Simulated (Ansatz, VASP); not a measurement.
One calculation of KI, two programs

```
K I
1.0
     0.00000    3.60206    3.60206
     3.60206    0.00000    3.60206
     3.60206    3.60206    0.00000
K I
1 1
Cartesian
  0.0000 0.0000 0.0000
  3.6021 3.6021 3.6021
```

Alike in both runs: task single point; functional PBE; k mesh 6 × 6 × 6; no spin polarisation.

|  | VASP | Ansatz |
| --- | --- | --- |
| version | VASP 6.6.1 | Ansatz 0.2.0 |
| potentials or method | VASP PAW PBE potentials, release 64 (K_sv, I), cutoff 500 eV | plane waves, PAW |
| occupations | gaussian, width 0.01 eV | fixed |
| valence electrons in the cell | 16 | 26 |

|  | VASP | Ansatz | Ansatz less VASP |
| --- | --- | --- | --- |
| pressure (GPa) | -0.1 | -0.1 | -0.03 |

VASP's potentials hold 16 valence electrons a cell and Ansatz's 26, so a difference there can come from the potentials and not from the codes.

Neither program's run includes spin-orbit coupling.
